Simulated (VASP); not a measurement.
# BN (Qingsongite) (F-43m) in VASP: notebook, part 3 of 3

VASP 6.6.1. The steps go on from the part before.

### 5 Single point, LDA

This run uses another cell than the first one, of 6.26 Å³/atom, 1.060 times its volume.

File INCAR:

```
ALGO = Normal
EDIFF = 1E-6
ENCUT = 520
GGA = CA
ISIF = 2
ISMEAR = 0
LASPH = True
LCHARG = True
LELF = True
LREAL = False
LVHAR = True
LWAVE = False
NBANDS = 11
NELM = 60
PREC = Accurate
SIGMA = 0.01
```

File KPOINTS:

```
k-points
0
Gamma
  8 8 8
```

File POSCAR:

```
BN
1.0
    0.0000000000      1.8429501765      1.8429501765
    1.8429501765      0.0000000000      1.8429501765
    1.8429501765      1.8429501765      0.0000000000
B N
1 1
Direct
    0.0000000000      0.0000000000      0.0000000000
    0.2500000000      0.2500000000      0.2500000000
```

Potentials or basis: VASP PAW LDA potentials, release 64 (B, N).

Command:

```console
$ cat potpaw_LDA.64/B/POTCAR potpaw_LDA.64/N/POTCAR > POTCAR
$ mpirun -np 1 vasp_std > vasp.out
```

OUTCAR:

```text
EDIFF = 1E-6
   ENCUT = 520
   GGA = CA
   ISIF = 2
   ISMEAR = 0
   LASPH = True
   LREAL = False
   NELM = 60
   PREC = Accurate

 ion  position               nearest neighbor table
   1  0.000  0.000  0.000-   2 1.60   2 1.60   2 1.60   2 1.60
   2  0.250  0.250  0.250-   1 1.60   1 1.60   1 1.60   1 1.60

  LATTYP: Found a face centered cubic cell.
 ALAT       =     3.6859003530

  Lattice vectors:

 A1 = (   0.0000000000,   1.8429501765,   1.8429501765)
 A2 = (   1.8429501765,   0.0000000000,   1.8429501765)
 A3 = (   1.8429501765,   1.8429501765,   0.0000000000)

Analysis of symmetry for initial positions (statically):
=====================================================================
 Subroutine PRICEL returns:
 Original cell was already a primitive cell.

 Routine SETGRP: Setting up the symmetry group for a
 face centered cubic supercell.

 Subroutine GETGRP returns: Found 24 space group operations
 (whereof 24 operations were pure point group operations)
 out of a pool of 48 trial point group operations.

The static configuration has the point symmetry T_d .

Analysis of symmetry for dynamics (positions and initial velocities):
=====================================================================
 Subroutine PRICEL returns:
 Original cell was already a primitive cell.

 Routine SETGRP: Setting up the symmetry group for a
 face centered cubic supercell.

 Subroutine GETGRP returns: Found 24 space group operations
 (whereof 24 operations were pure point group operations)
 out of a pool of 48 trial point group operations.

The dynamic configuration has the point symmetry T_d .

 Subroutine INISYM returns: Found 24 space group operations
 (whereof 24 operations are pure point group operations),
 and found     1 'primitive' translations

----------------------------------------------------------------------------------------

                                     Primitive cell

  volume of cell :      12.5190

  direct lattice vectors                    reciprocal lattice vectors
     0.000000000  1.842950177  1.842950177    -0.271304133  0.271304133  0.271304133
     1.842950177  0.000000000  1.842950177     0.271304133 -0.271304133  0.271304133
     1.842950177  1.842950177  0.000000000     0.271304133  0.271304133 -0.271304133

  length of vectors
     2.606325134  2.606325134  2.606325134     0.469912543  0.469912543  0.469912543

  position of ions in fractional coordinates (direct lattice)
     0.000000000  0.000000000  0.000000000
     0.250000000  0.250000000  0.250000000

  ion indices of the primitive-cell ions
   primitive index   ion index
                 1           1
                 2           2

----------------------------------------------------------------------------------------

 KPOINTS: k-points

Automatic generation of k-mesh.
 Grid dimensions read from file:
 generate k-points for:    8    8    8

 Generating k-lattice:

  Cartesian coordinates                     Fractional coordinates (reciprocal lattice)
    -0.033913017  0.033913017  0.033913017     0.125000000  0.000000000  0.000000000
     0.033913017 -0.033913017  0.033913017     0.000000000  0.125000000  0.000000000
     0.033913017  0.033913017 -0.033913017     0.000000000  0.000000000  0.125000000

  Length of vectors
     0.058739068  0.058739068  0.058739068

  Shift w.r.t. Gamma in fractional coordinates (k-lattice)
     0.000000000  0.000000000  0.000000000

 Subroutine IBZKPT returns following result:
 ===========================================

 Found     29 irreducible k-points:

 Following reciprocal coordinates:
            Coordinates               Weight
  0.000000  0.000000  0.000000      1.000000
  0.125000  0.000000  0.000000      8.000000
  0.250000  0.000000  0.000000      8.000000
  0.375000  0.000000  0.000000      8.000000
  0.500000  0.000000  0.000000      4.000000
  0.125000  0.125000  0.000000      6.000000
[... 16 lines left out ...]
  0.500000  0.250000  0.125000     48.000000
 -0.375000  0.250000  0.125000     24.000000
 [... further k-points ...]
   k-points           NKPTS =     29   k-points in BZ     NKDIM =     29   number of bands    NBANDS=     11
   number of dos      NEDOS =    301   number of ions     NIONS =      2
   total plane-waves  NPLWV =   8000
   dimension x,y,z NGX =    20 NGY =   20 NGZ =   20
   dimension x,y,z NGXF=    40 NGYF=   40 NGZF=   40
   ions per type =               1   1
   NGX,Y,Z   is equivalent  to a cutoff of  12.76, 12.76, 12.76 a.u.
   NGXF,Y,Z  is equivalent  to a cutoff of  25.51, 25.51, 25.51 a.u.
 SYSTEM =  unknown system
   PREC   = accura    normal or accurate (medium, high low for compatibility)
   ISTART =      0    job   : 0-new  1-cont  2-samecut
   ICHARG =      2    charge: 1-file 2-atom 10-const
   ISPIN  =      1    spin polarized calculation?
   LNONCOLLINEAR =      F non collinear calculations
   LSORBIT =      F    spin-orbit coupling
   LASPH  =      T    aspherical Exc in radial PAW
   ENCUT  =  520.0 eV  38.22 Ry    6.18 a.u.   4.85  4.85  4.85*2*pi/ulx,y,z
   NELM   =     60;   NELMIN=  2; NELMDL= -5     # of ELM steps
   EDIFF  = 0.1E-05   stopping-criterion for ELM
   LREAL  =      F    real-space projection
   EDIFFG = 0.1E-04   stopping-criterion for IOM
   NSW    =      0    number of steps for IOM
   IBRION =     -1    ionic relax: 0-MD 1-quasi-New 2-CG
   NFREE  =      0    steps in history (QN), initial steepest desc. (CG)
   ISIF   =      2    stress and relaxation
   ISYM   =      2    0-nonsym 1-usesym 2-fastsym
   POTIM  = 0.5000    time-step for ionic-motion
   TEBEG  =    0.0;   TEEND  =   0.0 temperature during run
   PSTRESS=    0.0 pullay stress
   NELECT =       8.0000    total number of electrons
   NUPDOWN=      -1.0000    fix difference up-down
   EMIN   =  10.00;   EMAX   =-10.00  energy-range for DOS
   EFERMI =   0.00;   METHOD = LEGACY
   ISMEAR =     0;   SIGMA  =   0.01  broadening in eV -4-tet -1-fermi 0-gaus
   EFERMI_NEDOS =   21; number of points for ismear=-14 and -15
   IALGO  =     38    algorithm
   IMIX   =      4    mixing-type and parameters
     AMIX     =   0.40;   BMIX     =  1.00
     AMIX_MAG =   1.60;   BMIX_MAG =  1.00
  volume/ion in A,a.u.               =       6.26        42.24
  Fermi-wavevector in a.u.,A,eV,Ry     =   1.410093  2.664690 27.053329  1.988364
  Thomas-Fermi vector in A             =   2.532082
   LORBIT       =      0    0 simple, 1 ext, 2 COOP (PROOUT), +10 PAW based schemes
   GGA     = CA    functional components
   LHFCALC =     F    Hartree Fock is set to
   AEXX    =    0.0000 exact exchange contribution
   IVDW    =     0    specifies the selected vdW correction
   LEPSILON=     F    determine dielectric tensor
   LRPA    =     F    only Hartree local field effects (RPA)
 non-spin polarized calculation
 Gauss-broadening in eV      SIGMA  =   0.01
  energy-cutoff  :      520.00
  volume of cell :       12.52
 maximum number of plane-waves:       346
   NGX =  9   NGY =  9   NGZ =  9

 number of electron       8.0000002 magnetization

 Free energy of the ion-electron system (eV)
  ---------------------------------------------------
  ext. energy  EPLUGINS =         0.00000000
  ---------------------------------------------------
  free energy    TOTEN  =       -19.31652103 eV

  energy without entropy =      -19.31652103  energy(sigma->0) =      -19.31652103

 E-fermi :   6.7299     XC(G=0): -12.8270

 val. band max:        6.6767546705   @ k =   0.0000   0.0000   0.0000
 cond. band min:      10.9497150763   @ k =   0.5000   0.5000   0.0000
 fundamental gap:      4.2729604058
 Fermi energy:         6.7298682970

 k-point     1 :       0.0000    0.0000    0.0000
  band No.  band energies     occupation
      1     -12.7473      2.00000
      2       6.6768      2.00000
      3       6.6768      2.00000
      4       6.6768      2.00000
      5      15.0867      0.00000
      6      15.0867      0.00000
      7      15.0867      0.00000
      8      16.1892      0.00000
      9      30.0858      0.00000
     10      33.7583      0.00000
     11      33.7583      0.00000
[... 309 lines left out ...]
 k-point    24 :      -0.3750    0.2500    0.1250
  band No.  band energies     occupation
      1      -8.0676      2.00000
      2      -2.5645      2.00000
      3       2.0759      2.00000
      4       3.4089      2.00000
      5      15.8635      0.00000
      6      17.2320      0.00000
      7      20.2084      0.00000
      8      21.5397      0.00000
      9      25.2458      0.00000
     10      31.2623      0.00000
     11      32.9757      0.00000

 [... further k-points ...]

------------------------ aborting loop because EDIFF is reached ----------------------------------------

  FORCE on cell =-STRESS in cart. coord.  units (eV):
  Direction    XX          YY          ZZ          XY          YZ          ZX
  --------------------------------------------------------------------------------------
  -------------------------------------------------------------------------------------
  Total       -2.2774916     -2.2774916     -2.2774916      0.0000000      0.0000000     -0.0000000
  in kB     -291.4718355   -291.4718355   -291.4718355      0.0000000      0.0000000     -0.0000000
  external PRESSURE =    -291.4718355 kB  Pullay stress =       0.0000000 kB

 VOLUME and BASIS-vectors are now :
 -----------------------------------------------------------------------------
  energy-cutoff  :      520.00
  volume of cell :       12.52
      direct lattice vectors                 reciprocal lattice vectors
     0.000000000  1.842950177  1.842950177    -0.271304133  0.271304133  0.271304133
     1.842950177  0.000000000  1.842950177     0.271304133 -0.271304133  0.271304133
     1.842950177  1.842950177  0.000000000     0.271304133  0.271304133 -0.271304133

 POSITION                                       TOTAL-FORCE (eV/Angst)
 -----------------------------------------------------------------------------------
      0.00000      0.00000      0.00000        -0.000000     -0.000000     -0.000000
      0.92148      0.92148      0.92148         0.000000      0.000000      0.000000
 -----------------------------------------------------------------------------------
    total drift:                               -0.000000     -0.000000     -0.000000

  FREE ENERGIE OF THE ION-ELECTRON SYSTEM (eV)
  ---------------------------------------------------
  free  energy   TOTEN  =       -19.3165210311 eV

  energy  without entropy=      -19.3165210311  energy(sigma->0) =      -19.31652103
```

Wall time 2.2 s (1 thread of Intel Xeon 6975P-C (Granite Rapids), shared host); peak memory 0.11 GiB.

What came out:

| Property | Result |
| --- | --- |
| Free energy | -19.3165 eV |
| Pressure | -29.1 GPa |
| Band gap on the k mesh | 4.27 eV, indirect (least direct gap 8.41 eV) |

A k mesh can miss the band edges.

### 6 Summary

| cell | gap on the mesh (eV) | pressure (GPa) |
| --- | --- | --- |
| a = 2.556 Å, angles 60.0°, 2 atoms | 4.34 | -10.1 |
| a = 2.573 Å, angles 60.0°, 2 atoms | 4.32 | -17.1 |
| a = 2.590 Å, angles 60.0°, 2 atoms | 4.30 | -23.4 |
| a = 2.606 Å, angles 60.0°, 2 atoms | 4.27 | -29.1 |

Alike in all rows: task single point; level LDA; potentials or basis VASP PAW LDA potentials, release 64 (B, N); no spin polarisation; k mesh 8 × 8 × 8; cutoff (eV) 520; smearing gaussian 0.01 eV.

Total energies depend on the potentials used, so only differences within one code and one set of settings carry meaning.
